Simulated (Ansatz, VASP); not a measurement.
One calculation of SnTe, two programs

INCAR

```
ALGO = Normal
EDIFF = 1E-6
ENCUT = 520
GGA = PE
ISIF = 2
ISMEAR = -1
LASPH = T
LCHARG = F
LREAL = F
LWAVE = F
NBANDS = 17
NELM = 60
PREC = Accurate
SIGMA = 0.02
```

The input KPOINTS:

```
k-points
0
Gamma
  6 6 6
```

POSCAR

```
SnTe
1.0
    0.0000000000      3.1893300331      3.1893300331
    3.1893300331      0.0000000000      3.1893300331
    3.1893300331      3.1893300331      0.0000000000
Sn Te
1 1
Direct
    0.0000000000      0.0000000000      0.0000000000
    0.5000000000      0.5000000000      0.5000000000
```

Input for Ansatz:

```yaml
crystal:
  lattice:
    - [0.0, 3.1893300331, 3.1893300331]
    - [3.1893300331, 0.0, 3.1893300331]
    - [3.1893300331, 3.1893300331, 0.0]
  atoms:
    - { symbol: Sn, position: [0.0, 0.0, 0.0] }
    - { symbol: Te, position: [0.5, 0.5, 0.5] }
kpoints:
  mp_grid: { grid: [6, 6, 6] }
hamiltonian:
  xc: pbe
scf:
  occupations: { method: fermi_dirac, width: 0.02 }
  n_extra_bands: 4
output:
  forces: true
  stress: true
  eigenvalues: true
```

Alike in both runs: task single point; functional PBE; k mesh 6 × 6 × 6; occupations fermi-dirac, width 0.02 eV; no spin polarisation.

|  | VASP | Ansatz |
| --- | --- | --- |
| version | VASP 6.6.1 | Ansatz 0.2.0 |
| potentials or method | VASP PAW PBE potentials, release 64 (Sn_d, Te) | plane waves, PAW |
| plane-wave cutoff (eV) | 520 | 420 |
| valence electrons in the cell | 20 | 30 |

```csv
,VASP,Ansatz,Ansatz less VASP
pressure (GPa),0.6,0.6,+0.07
```

VASP's potentials hold 20 valence electrons a cell and Ansatz's 30, so a difference there can come from the potentials and not from the codes.

Neither program's run includes spin-orbit coupling.
